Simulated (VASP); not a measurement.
# SnO3 (ReO3 type) (Pm-3m) in VASP: single point with PBE

Aim: the single point of SnO3 (ReO3 type) with PBE.

Program: VASP 6.6.1. These are calculated values, not measurements. Logs are shortened: lines on timing, memory, paths and dates and some standing lists are left out, and cuts for length are marked.

### Step 1. The cell of the first run

The structure is cubic, space group Pm-3m (No. 221). Conventional cell: a = 4.129 Å, b = 4.129 Å, c = 4.129 Å, α = 90.00°, β = 90.00°, γ = 90.00°. Within 2.7 Å of Sn (site symmetry m-3m) lie 6 O at 2.06 Å. O (site symmetry 4/mmm) has 2 Sn at 2.06 Å within 2.7 Å.

### Step 2. Single point, PBE

INCAR

```
  PREC = Accurate
  ENCUT = 520
  EDIFF = 1E-6
  ISMEAR = -1
  SIGMA = 0.06122561905347299
  LREAL = F
  LASPH = T
  NELM = 60
  ALGO = Normal
  ISIF = 2
  LWAVE = F
  LCHARG = F
  GGA = PE
  NBANDS = 24
```

KPOINTS

```
regular mesh
0
Gamma
  27 27 27
```

POSCAR

```
SnO3
1.0
    4.1285075464      0.0000000000      0.0000000000
    0.0000000000      4.1285075464      0.0000000000
    0.0000000000      0.0000000000      4.1285075464
Sn O
1 3
Direct
    0.0000000000      0.0000000000      0.0000000000
    0.5000000000      0.0000000000      0.0000000000
    0.0000000000      0.5000000000      0.0000000000
    0.0000000000      0.0000000000      0.5000000000
```

Potentials or basis: VASP PAW PBE potentials, release 64 (Sn_d, O).

Command:

```
> cat potpaw_PBE.64/Sn_d/POTCAR potpaw_PBE.64/O/POTCAR > POTCAR
> mpirun -np 1 vasp_std > vasp.out
```

OUTCAR:

```text
PREC = Accurate
   ENCUT = 520
   EDIFF = 1E-6
   ISMEAR = -1
   LREAL = F
   LASPH = T
   NELM = 60
   ISIF = 2
   GGA = PE

 ion  position               nearest neighbor table
   1  0.000  0.000  0.000-   2 2.06   3 2.06   4 2.06   4 2.06   3 2.06   2 2.06
   2  0.500  0.000  0.000-   1 2.06   1 2.06
   3  0.000  0.500  0.000-   1 2.06   1 2.06
   4  0.000  0.000  0.500-   1 2.06   1 2.06

  LATTYP: Found a simple cubic cell.
 ALAT       =     4.1285075464

  Lattice vectors:

 A1 = (   4.1285075464,   0.0000000000,   0.0000000000)
 A2 = (   0.0000000000,   4.1285075464,   0.0000000000)
 A3 = (   0.0000000000,   0.0000000000,   4.1285075464)

Analysis of symmetry for initial positions (statically):
=====================================================================
 Subroutine PRICEL returns:
 Original cell was already a primitive cell.

 Routine SETGRP: Setting up the symmetry group for a
 simple cubic supercell.

 Subroutine GETGRP returns: Found 48 space group operations
 (whereof 48 operations were pure point group operations)
 out of a pool of 48 trial point group operations.

The static configuration has the point symmetry O_h .

Analysis of symmetry for dynamics (positions and initial velocities):
=====================================================================
 Subroutine PRICEL returns:
 Original cell was already a primitive cell.

 Routine SETGRP: Setting up the symmetry group for a
 simple cubic supercell.

 Subroutine GETGRP returns: Found 48 space group operations
 (whereof 48 operations were pure point group operations)
 out of a pool of 48 trial point group operations.

The dynamic configuration has the point symmetry O_h .

 Subroutine INISYM returns: Found 48 space group operations
 (whereof 48 operations are pure point group operations),
 and found     1 'primitive' translations

----------------------------------------------------------------------------------------

                                     Primitive cell

  volume of cell :      70.3687

  direct lattice vectors                    reciprocal lattice vectors
     4.128507546  0.000000000  0.000000000     0.242218281  0.000000000  0.000000000
     0.000000000  4.128507546  0.000000000     0.000000000  0.242218281  0.000000000
     0.000000000  0.000000000  4.128507546     0.000000000  0.000000000  0.242218281

  length of vectors
     4.128507546  4.128507546  4.128507546     0.242218281  0.242218281  0.242218281

  position of ions in fractional coordinates (direct lattice)
     0.000000000  0.000000000  0.000000000
     0.500000000  0.000000000  0.000000000
     0.000000000  0.500000000  0.000000000
     0.000000000  0.000000000  0.500000000

  ion indices of the primitive-cell ions
   primitive index   ion index
                 1           1
                 2           2
                 3           3
                 4           4

----------------------------------------------------------------------------------------

 KPOINTS: regular mesh

Automatic generation of k-mesh.
 Grid dimensions read from file:
 generate k-points for:   27   27   27

 Generating k-lattice:

  Cartesian coordinates                     Fractional coordinates (reciprocal lattice)
     0.008971047  0.000000000  0.000000000     0.037037037  0.000000000  0.000000000
     0.000000000  0.008971047  0.000000000     0.000000000  0.037037037  0.000000000
     0.000000000  0.000000000  0.008971047     0.000000000  0.000000000  0.037037037

  Length of vectors
     0.008971047  0.008971047  0.008971047

  Shift w.r.t. Gamma in fractional coordinates (k-lattice)
     0.000000000  0.000000000  0.000000000

 Subroutine IBZKPT returns following result:
 ===========================================

 Found    560 irreducible k-points:

 Following reciprocal coordinates:
            Coordinates               Weight
  0.000000  0.000000  0.000000      1.000000
  0.037037  0.000000  0.000000      6.000000
  0.074074  0.000000  0.000000      6.000000
  0.111111  0.000000  0.000000      6.000000
  0.148148  0.000000  0.000000      6.000000
  0.185185  0.000000  0.000000      6.000000
[... 16 lines left out ...]
  0.333333  0.037037  0.000000     24.000000
  0.370370  0.037037  0.000000     24.000000
 [... further k-points ...]
   k-points           NKPTS =    560   k-points in BZ     NKDIM =    560   number of bands    NBANDS=     24
   number of dos      NEDOS =    301   number of ions     NIONS =      4
   total plane-waves  NPLWV =  32768
   dimension x,y,z NGX =    32 NGY =   32 NGZ =   32
   dimension x,y,z NGXF=    64 NGYF=   64 NGZF=   64
   ions per type =               1   3
   NGX,Y,Z   is equivalent  to a cutoff of  12.89, 12.89, 12.89 a.u.
   NGXF,Y,Z  is equivalent  to a cutoff of  25.77, 25.77, 25.77 a.u.
 SYSTEM =  unknown system
   PREC   = accura    normal or accurate (medium, high low for compatibility)
   ISTART =      0    job   : 0-new  1-cont  2-samecut
   ICHARG =      2    charge: 1-file 2-atom 10-const
   ISPIN  =      1    spin polarized calculation?
   LNONCOLLINEAR =      F non collinear calculations
   LSORBIT =      F    spin-orbit coupling
   LASPH  =      T    aspherical Exc in radial PAW
   ENCUT  =  520.0 eV  38.22 Ry    6.18 a.u.   7.68  7.68  7.68*2*pi/ulx,y,z
   NELM   =     60;   NELMIN=  2; NELMDL= -5     # of ELM steps
   EDIFF  = 0.1E-05   stopping-criterion for ELM
   LREAL  =      F    real-space projection
   EDIFFG = 0.1E-04   stopping-criterion for IOM
   NSW    =      0    number of steps for IOM
   IBRION =     -1    ionic relax: 0-MD 1-quasi-New 2-CG
   NFREE  =      0    steps in history (QN), initial steepest desc. (CG)
   ISIF   =      2    stress and relaxation
   ISYM   =      2    0-nonsym 1-usesym 2-fastsym
   POTIM  = 0.5000    time-step for ionic-motion
   TEBEG  =    0.0;   TEEND  =   0.0 temperature during run
   PSTRESS=    0.0 pullay stress
   NELECT =      32.0000    total number of electrons
   NUPDOWN=      -1.0000    fix difference up-down
   EMIN   =  10.00;   EMAX   =-10.00  energy-range for DOS
   EFERMI =   0.00;   METHOD = LEGACY
   ISMEAR =    -1;   SIGMA  =   0.06  broadening in eV -4-tet -1-fermi 0-gaus
   EFERMI_NEDOS =   21; number of points for ismear=-14 and -15
   IALGO  =     38    algorithm
   IMIX   =      4    mixing-type and parameters
     AMIX     =   0.40;   BMIX     =  1.00
     AMIX_MAG =   1.60;   BMIX_MAG =  1.00
  volume/ion in A,a.u.               =      17.59       118.72
  Fermi-wavevector in a.u.,A,eV,Ry     =   1.258921  2.379015 21.563623  1.584882
  Thomas-Fermi vector in A             =   2.392506
   LORBIT       =      0    0 simple, 1 ext, 2 COOP (PROOUT), +10 PAW based schemes
   GGA     = PE    functional components
   LHFCALC =     F    Hartree Fock is set to
   AEXX    =    0.0000 exact exchange contribution
   IVDW    =     0    specifies the selected vdW correction
   LEPSILON=     F    determine dielectric tensor
   LRPA    =     F    only Hartree local field effects (RPA)
 non-spin polarized calculation
  energy-cutoff  :      520.00
  volume of cell :       70.37
 maximum number of plane-waves:      1924
 NGX is ok and might be reduce to    32
   NGX = 15   NGY = 15   NGZ = 15

 number of electron      32.0000007 magnetization

 Free energy of the ion-electron system (eV)
  ---------------------------------------------------
  ext. energy  EPLUGINS =         0.00000000
  ---------------------------------------------------
  free energy    TOTEN  =       -20.16850293 eV

  energy without entropy =      -20.09779565  energy(sigma->0) =      -20.13314929

 E-fermi :  -0.3222     XC(G=0):  -8.4894

 val. band max:       -0.3227938329   @ k =   0.4815   0.2593   0.2593
 cond. band min:      -0.3213557337   @ k =   0.2593   0.2593   0.2593
 fundamental gap:      0.0014380992
 Fermi energy:        -0.3221979497

 k-point     1 :       0.0000    0.0000    0.0000
  band No.  band energies     occupation
      1     -20.4659      2.00000
      2     -20.4659      2.00000
      3     -19.6062      2.00000
      4     -19.6062      2.00000
      5     -19.6062      2.00000
      6     -17.6820      2.00000
[... 16 lines left out ...]
     23      13.8246      0.00000
     24      13.8246      0.00000

 k-point     2 :       0.0370    0.0000    0.0000
  band No.  band energies     occupation
      1     -20.4658      2.00000
      2     -20.4618      2.00000
      3     -19.6064      2.00000
      4     -19.6064      2.00000
      5     -19.6062      2.00000
      6     -17.6779      2.00000
[... 16 lines left out ...]
     23      13.8413      0.00000
     24      13.9094      0.00000

 k-point     3 :       0.0741    0.0000    0.0000
  band No.  band energies     occupation
      1     -20.4658      2.00000
      2     -20.4499      2.00000
      3     -19.6070      2.00000
      4     -19.6070      2.00000
      5     -19.6062      2.00000
      6     -17.6646      2.00000
[... 16 lines left out ...]
     23      13.8909      0.00000
     24      14.0727      0.00000

 k-point     4 :       0.1111    0.0000    0.0000
  band No.  band energies     occupation
      1     -20.4656      2.00000
      2     -20.4307      2.00000
      3     -19.6079      2.00000
      4     -19.6079      2.00000
      5     -19.6061      2.00000
      6     -17.6419      2.00000
[... 16 lines left out ...]
     23      13.9719      0.00000
     24      14.2279      0.00000

 k-point     5 :       0.1481    0.0000    0.0000
  band No.  band energies     occupation
      1     -20.4655      2.00000
      2     -20.4050      2.00000
      3     -19.6091      2.00000
      4     -19.6091      2.00000
      5     -19.6061      2.00000
      6     -17.6095      2.00000
[... 16 lines left out ...]
     23      14.0817      0.00000
     24      14.3345      0.00000

 k-point     6 :       0.1852    0.0000    0.0000
  band No.  band energies     occupation
      1     -20.4653      2.00000
      2     -20.3742      2.00000
      3     -19.6106      2.00000
      4     -19.6106      2.00000
      5     -19.6061      2.00000
      6     -17.5668      2.00000
[... 16 lines left out ...]
     23      14.2169      0.00000
     24      14.3607      0.00000
[... 379 lines left out ...]
 k-point    21 :       0.2593    0.0370    0.0000
  band No.  band energies     occupation
      1     -20.4619      2.00000
      2     -20.3018      2.00000
      3     -19.6141      2.00000
      4     -19.6139      2.00000
      5     -19.6062      2.00000
      6     -17.4441      2.00000
[... 16 lines left out ...]
     23      14.0251      0.00000
     24      14.4476      0.00000

 k-point    22 :       0.2963    0.0370    0.0000
  band No.  band energies     occupation
      1     -20.4616      2.00000
      2     -20.2653      2.00000
      3     -19.6157      2.00000
      4     -19.6155      2.00000
      5     -19.6062      2.00000
      6     -17.3667      2.00000
[... 16 lines left out ...]
     23      13.7495      0.00000
     24      14.4881      0.00000

 k-point    23 :       0.3333    0.0370    0.0000
  band No.  band energies     occupation
      1     -20.4614      2.00000
      2     -20.2309      2.00000
      3     -19.6173      2.00000
      4     -19.6171      2.00000
      5     -19.6061      2.00000
      6     -17.2767      2.00000
[... 16 lines left out ...]
     23      13.4103      0.00000
     24      14.4850      0.00000

 k-point    24 :       0.3704    0.0370    0.0000
  band No.  band energies     occupation
      1     -20.4612      2.00000
      2     -20.2005      2.00000
      3     -19.6186      2.00000
      4     -19.6184      2.00000
      5     -19.6061      2.00000
      6     -17.1742      2.00000
[... 16 lines left out ...]
     23      13.0383      0.00000
     24      14.4694      0.00000

 [... further k-points ...]
[... 5 lines left out ...]
  --------------------------------------------------------------------------------------
  -------------------------------------------------------------------------------------
  Total       -1.6482002     -1.6482002     -1.6482002     -0.0000000     -0.0000000     -0.0000000
  in kB      -37.5267791    -37.5267791    -37.5267791     -0.0000000     -0.0000000     -0.0000000
  external PRESSURE =     -37.5267791 kB  Pullay stress =       0.0000000 kB

 VOLUME and BASIS-vectors are now :
 -----------------------------------------------------------------------------
  energy-cutoff  :      520.00
  volume of cell :       70.37
      direct lattice vectors                 reciprocal lattice vectors
     4.128507546  0.000000000  0.000000000     0.242218281  0.000000000  0.000000000
     0.000000000  4.128507546  0.000000000     0.000000000  0.242218281  0.000000000
     0.000000000  0.000000000  4.128507546     0.000000000  0.000000000  0.242218281

 POSITION                                       TOTAL-FORCE (eV/Angst)
 -----------------------------------------------------------------------------------
      0.00000      0.00000      0.00000         0.000000      0.000000      0.000000
      2.06425      0.00000      0.00000         0.000000      0.000000      0.000000
      0.00000      2.06425      0.00000         0.000000      0.000000      0.000000
      0.00000      0.00000      2.06425         0.000000      0.000000      0.000000
 -----------------------------------------------------------------------------------
    total drift:                                0.000000      0.000000     -0.000000

  FREE ENERGIE OF THE ION-ELECTRON SYSTEM (eV)
  ---------------------------------------------------
  free  energy   TOTEN  =       -20.1685029255 eV

  energy  without entropy=      -20.0977956512  energy(sigma->0) =      -20.13314929
```

It took 3.7 min on 1 thread of Intel Xeon 6975P-C (Granite Rapids), shared host; peak memory 0.8 GiB.

Results:

```yaml
Free_energy: -20.1685 eV
Pressure: -3.8 GPa
Band_gap_on_the_k_mesh: zero (band 16 reaches 0.15 eV, above the bottom of band 17 at -0.66 eV)
```

Levels at points of the mesh, in eV from the Fermi level:
```
           k point  band 12  band 13  band 14  band 15  band 16  band 17  band 18  band 19  band 20  band 21
(0.00, 0.00, 0.00)    -0.38    -0.38    -0.38    -0.31    -0.31    -0.31     1.56     8.10    13.55    13.55
```

Caveat: spin-orbit coupling is left out, which moves the levels of the heavy elements.
